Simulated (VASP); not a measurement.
# V (Im-3m) in VASP: a series of runs

V is run at these levels: LDA; tasks: single point.

Everything below comes from runs of VASP 6.6.1. Logs are shortened: lines on timing, memory, paths and dates and some standing lists are left out, and cuts for length are marked.

## Step 1: The cell of the first run

It takes space group Im-3m (No. 229, cubic). Conventional cell: a = 3.008 Å, b = 3.008 Å, c = 3.008 Å, α = 90.00°, β = 90.00°, γ = 90.00°. V (site symmetry m-3m) has 14 V at 2.61 to 3.01 Å within 3.4 Å.

## Step 2: Single point, LDA, collinear spin, ferromagnetic start (volume scaled by 0.98)

File INCAR:

```
PREC = Accurate
ENCUT = 520
EDIFF = 1E-7
ISMEAR = -1
SIGMA = 0.05
LREAL = False
LASPH = True
NELM = 150
ALGO = Normal
ISIF = 2
LWAVE = False
LCHARG = False
ISPIN = 2
MAGMOM = 2
LORBIT = 11
LMAXMIX = 4
NBANDS = 16
```

File KPOINTS:

```
Automatic mesh
0
Gamma
  12 12 12
```

File POSCAR:

```
V
1.0
   -1.5041862709      1.5041862709      1.5041862709
    1.5041862709     -1.5041862709      1.5041862709
    1.5041862709      1.5041862709     -1.5041862709
V
1
Direct
    0.0000000000      0.0000000000      0.0000000000
```

Potentials or basis: VASP PAW LDA potentials, release 64 (V_sv).

On the command line:

```bash
$ cat potpaw_LDA.64/V_sv/POTCAR > POTCAR
$ mpirun -np 1 vasp_std > vasp.out
```

OUTCAR:

```text
PREC = Accurate
   ENCUT = 520
   EDIFF = 1E-7
   ISMEAR = -1
   LREAL = False
   LASPH = True
   NELM = 150
   ISIF = 2
   ISPIN = 2
   LORBIT = 11

 ion  position               nearest neighbor table
   1  0.000  0.000  0.000-

  LATTYP: Found a body centered cubic cell.
 ALAT       =     3.0083725418

  Lattice vectors:

 A1 = (  -1.5041862709,   1.5041862709,   1.5041862709)
 A2 = (   1.5041862709,  -1.5041862709,   1.5041862709)
 A3 = (   1.5041862709,   1.5041862709,  -1.5041862709)

Analysis of symmetry for initial positions (statically):
=====================================================================
 Subroutine PRICEL returns:
 Original cell was already a primitive cell.

 Routine SETGRP: Setting up the symmetry group for a
 body centered cubic supercell.

 Subroutine GETGRP returns: Found 48 space group operations
 (whereof 48 operations were pure point group operations)
 out of a pool of 48 trial point group operations.

The static configuration has the point symmetry O_h .

Analysis of symmetry for dynamics (positions and initial velocities):
=====================================================================
 Subroutine PRICEL returns:
 Original cell was already a primitive cell.

 Routine SETGRP: Setting up the symmetry group for a
 body centered cubic supercell.

 Subroutine GETGRP returns: Found 48 space group operations
 (whereof 48 operations were pure point group operations)
 out of a pool of 48 trial point group operations.

The dynamic configuration has the point symmetry O_h .

Analysis of structural, dynamic, and magnetic symmetry:
=====================================================================
 Subroutine PRICEL returns:
 Original cell was already a primitive cell.

 Routine SETGRP: Setting up the symmetry group for a
 body centered cubic supercell.

 Subroutine GETGRP returns: Found 48 space group operations
 (whereof 48 operations were pure point group operations)
 out of a pool of 48 trial point group operations.

The overall configuration has the point symmetry O_h .

 Subroutine INISYM returns: Found 48 space group operations
 (whereof 48 operations are pure point group operations),
 and found     1 'primitive' translations

----------------------------------------------------------------------------------------

                                     Primitive cell

  volume of cell :      13.6133

  direct lattice vectors                    reciprocal lattice vectors
    -1.504186271  1.504186271  1.504186271     0.000000000  0.332405640  0.332405640
     1.504186271 -1.504186271  1.504186271     0.332405640  0.000000000  0.332405640
     1.504186271  1.504186271 -1.504186271     0.332405640  0.332405640  0.000000000

  length of vectors
     2.605327045  2.605327045  2.605327045     0.470092564  0.470092564  0.470092564

  position of ions in fractional coordinates (direct lattice)
     0.000000000  0.000000000  0.000000000

  ion indices of the primitive-cell ions
   primitive index   ion index
                 1           1

----------------------------------------------------------------------------------------

 KPOINTS: Automatic mesh

Automatic generation of k-mesh.
 Grid dimensions read from file:
 generate k-points for:   12   12   12

 Generating k-lattice:

  Cartesian coordinates                     Fractional coordinates (reciprocal lattice)
     0.000000000  0.027700470  0.027700470     0.083333333  0.000000000  0.000000000
     0.027700470  0.000000000  0.027700470     0.000000000  0.083333333  0.000000000
     0.027700470  0.027700470  0.000000000     0.000000000  0.000000000  0.083333333

  Length of vectors
     0.039174380  0.039174380  0.039174380

  Shift w.r.t. Gamma in fractional coordinates (k-lattice)
     0.000000000  0.000000000  0.000000000

 Subroutine IBZKPT returns following result:
 ===========================================

 Found     72 irreducible k-points:

 Following reciprocal coordinates:
            Coordinates               Weight
  0.000000  0.000000  0.000000      1.000000
  0.083333  0.000000  0.000000     12.000000
  0.166667  0.000000  0.000000     12.000000
  0.250000  0.000000  0.000000     12.000000
  0.333333  0.000000  0.000000     12.000000
  0.416667  0.000000  0.000000     12.000000
[... 16 lines left out ...]
  0.333333  0.083333  0.083333     24.000000
  0.416667  0.083333  0.083333     12.000000
 [... further k-points ...]
   k-points           NKPTS =     72   k-points in BZ     NKDIM =     72   number of bands    NBANDS=     16
   number of dos      NEDOS =    301   number of ions     NIONS =      1
   total plane-waves  NPLWV =   8000
   dimension x,y,z NGX =    20 NGY =   20 NGZ =   20
   dimension x,y,z NGXF=    40 NGYF=   40 NGZF=   40
   ions per type =               1
   NGX,Y,Z   is equivalent  to a cutoff of  12.76, 12.76, 12.76 a.u.
   NGXF,Y,Z  is equivalent  to a cutoff of  25.52, 25.52, 25.52 a.u.
 SYSTEM =  unknown system
   PREC   = accura    normal or accurate (medium, high low for compatibility)
   ISTART =      0    job   : 0-new  1-cont  2-samecut
   ICHARG =      2    charge: 1-file 2-atom 10-const
   ISPIN  =      2    spin polarized calculation?
   LNONCOLLINEAR =      F non collinear calculations
   LSORBIT =      F    spin-orbit coupling
   LASPH  =      T    aspherical Exc in radial PAW
   ENCUT  =  520.0 eV  38.22 Ry    6.18 a.u.   4.84  4.84  4.84*2*pi/ulx,y,z
   NELM   =    150;   NELMIN=  2; NELMDL= -5     # of ELM steps
   EDIFF  = 0.1E-06   stopping-criterion for ELM
   LREAL  =      F    real-space projection
   EDIFFG = 0.1E-05   stopping-criterion for IOM
   NSW    =      0    number of steps for IOM
   IBRION =     -1    ionic relax: 0-MD 1-quasi-New 2-CG
   NFREE  =      0    steps in history (QN), initial steepest desc. (CG)
   ISIF   =      2    stress and relaxation
   ISYM   =      2    0-nonsym 1-usesym 2-fastsym
   POTIM  = 0.5000    time-step for ionic-motion
   TEBEG  =    0.0;   TEEND  =   0.0 temperature during run
   PSTRESS=    0.0 pullay stress
   NELECT =      13.0000    total number of electrons
   NUPDOWN=      -1.0000    fix difference up-down
   EMIN   =  10.00;   EMAX   =-10.00  energy-range for DOS
   EFERMI =   0.00;   METHOD = LEGACY
   ISMEAR =    -1;   SIGMA  =   0.05  broadening in eV -4-tet -1-fermi 0-gaus
   EFERMI_NEDOS =   21; number of points for ismear=-14 and -15
   IALGO  =     38    algorithm
   IMIX   =      4    mixing-type and parameters
     AMIX     =   0.40;   BMIX     =  1.00
     AMIX_MAG =   1.60;   BMIX_MAG =  1.00
  volume/ion in A,a.u.               =      13.61        91.87
  Fermi-wavevector in a.u.,A,eV,Ry     =   1.612133  3.046491 35.361193  2.598974
  Thomas-Fermi vector in A             =   2.707412
   LORBIT       =     11    0 simple, 1 ext, 2 COOP (PROOUT), +10 PAW based schemes
   GGA     = CA    functional components
   LHFCALC =     F    Hartree Fock is set to
   AEXX    =    0.0000 exact exchange contribution
   IVDW    =     0    specifies the selected vdW correction
   LEPSILON=     F    determine dielectric tensor
   LRPA    =     F    only Hartree local field effects (RPA)
 spin polarized calculation
  energy-cutoff  :      520.00
  volume of cell :       13.61
 maximum number of plane-waves:       380
   NGX =  9   NGY =  9   NGZ =  9

 number of electron      12.9999991 magnetization       0.0006820

 Free energy of the ion-electron system (eV)
  ---------------------------------------------------
  ext. energy  EPLUGINS =         0.00000000
  ---------------------------------------------------
  free energy    TOTEN  =        -9.90117310 eV

  energy without entropy =       -9.88260251  energy(sigma->0) =       -9.89188781

 E-fermi :   9.3457     XC(G=0): -13.1669

 val. band max:        9.3300535133   @ k =  -0.4167   0.5000   0.1667
 cond. band min:       9.3729839552   @ k =  -0.3333   0.3333   0.1667
 fundamental gap:      0.0429304419
 Fermi energy:         9.3457374092

 spin component 1

 k-point     1 :       0.0000    0.0000    0.0000
  band No.  band energies     occupation
      1     -53.6120      1.00000
      2     -27.3334      1.00000
      3     -27.3334      1.00000
      4     -27.3334      1.00000
      5       2.8577      1.00000
      6       9.7415      0.00036
[... 8 lines left out ...]
     15      36.8249      0.00000
     16      40.8442      0.00000

 k-point     2 :       0.0833    0.0000    0.0000
  band No.  band energies     occupation
      1     -53.5987      1.00000
      2     -27.3962      1.00000
      3     -27.3526      1.00000
      4     -27.3339      1.00000
      5       3.1347      1.00000
      6       9.6255      0.00370
[... 8 lines left out ...]
     15      37.1910      0.00000
     16      38.4386      0.00000
[... 387 lines left out ...]
      5       6.6618      1.00000
      6       8.2150      1.00000
[... 8 lines left out ...]
     15      38.2433      0.00000
     16      39.3804      0.00000

 k-point    24 :       0.4167    0.0833    0.0833
  band No.  band energies     occupation
      1     -53.4078      1.00000
      2     -28.1699      1.00000
      3     -27.6557      1.00000
      4     -27.3980      1.00000
      5       6.6628      1.00000
      6       8.1404      1.00000
[... 8 lines left out ...]
     15      38.4766      0.00000
     16      38.7794      0.00000

 [... further k-points ...]

 spin component 2

 k-point     1 :       0.0000    0.0000    0.0000
  band No.  band energies     occupation
      1     -53.6115      1.00000
      2     -27.3329      1.00000
      3     -27.3329      1.00000
      4     -27.3329      1.00000
      5       2.8581      1.00000
      6       9.7420      0.00036
[... 8 lines left out ...]
     15      36.8253      0.00000
     16      40.8446      0.00000

 k-point     2 :       0.0833    0.0000    0.0000
  band No.  band energies     occupation
      1     -53.5982      1.00000
      2     -27.3957      1.00000
      3     -27.3521      1.00000
      4     -27.3334      1.00000
      5       3.1350      1.00000
      6       9.6260      0.00367
[... 8 lines left out ...]
     15      37.1913      0.00000
     16      38.4391      0.00000
[... 387 lines left out ...]
      5       6.6622      1.00000
      6       8.2154      1.00000
[... 8 lines left out ...]
     15      38.2437      0.00000
     16      39.3807      0.00000

 k-point    24 :       0.4167    0.0833    0.0833
  band No.  band energies     occupation
      1     -53.4073      1.00000
      2     -28.1694      1.00000
      3     -27.6553      1.00000
      4     -27.3975      1.00000
      5       6.6632      1.00000
      6       8.1409      1.00000
[... 8 lines left out ...]
     15      38.4770      0.00000
     16      38.7798      0.00000

 [... further k-points ...]

------------------------ aborting loop because EDIFF is reached ----------------------------------------

  FORCE on cell =-STRESS in cart. coord.  units (eV):
  Direction    XX          YY          ZZ          XY          YZ          ZX
  --------------------------------------------------------------------------------------
  -------------------------------------------------------------------------------------
  Total       -1.2359320     -1.2359320     -1.2359320      0.0000000     -0.0000000     -0.0000000
  in kB     -145.4589007   -145.4589007   -145.4589007      0.0000000     -0.0000000     -0.0000000
  external PRESSURE =    -145.4589007 kB  Pullay stress =       0.0000000 kB

 VOLUME and BASIS-vectors are now :
 -----------------------------------------------------------------------------
  energy-cutoff  :      520.00
  volume of cell :       13.61
      direct lattice vectors                 reciprocal lattice vectors
    -1.504186271  1.504186271  1.504186271     0.000000000  0.332405640  0.332405640
     1.504186271 -1.504186271  1.504186271     0.332405640  0.000000000  0.332405640
     1.504186271  1.504186271 -1.504186271     0.332405640  0.332405640  0.000000000

 POSITION                                       TOTAL-FORCE (eV/Angst)
 -----------------------------------------------------------------------------------
      0.00000      0.00000      0.00000        -0.000000      0.000000     -0.000000
 -----------------------------------------------------------------------------------
    total drift:                                0.000000     -0.000000      0.000000

  FREE ENERGIE OF THE ION-ELECTRON SYSTEM (eV)
  ---------------------------------------------------
  free  energy   TOTEN  =        -9.9011731031 eV

  energy  without entropy=       -9.8826025137  energy(sigma->0) =       -9.89188781

 total charge

# of ion       s       p       d       tot
------------------------------------------
    1        2.341   6.212   3.107  11.660

 magnetization (x)

# of ion       s       p       d       tot
------------------------------------------
    1        0.000   0.000   0.000   0.000
```

Wall time 18 s (1 thread of Intel Xeon Platinum 8488C (Sapphire Rapids), shared host); peak memory 0.13 GiB.

Results:

```yaml
Free_energy: -9.9012 eV
Pressure: -14.5 GPa
Net_moment: 0.00 μB per cell
Valence_electrons_inside_the_program's_atomic_spheres: V 11.66
```

[end of part 1 of 2]
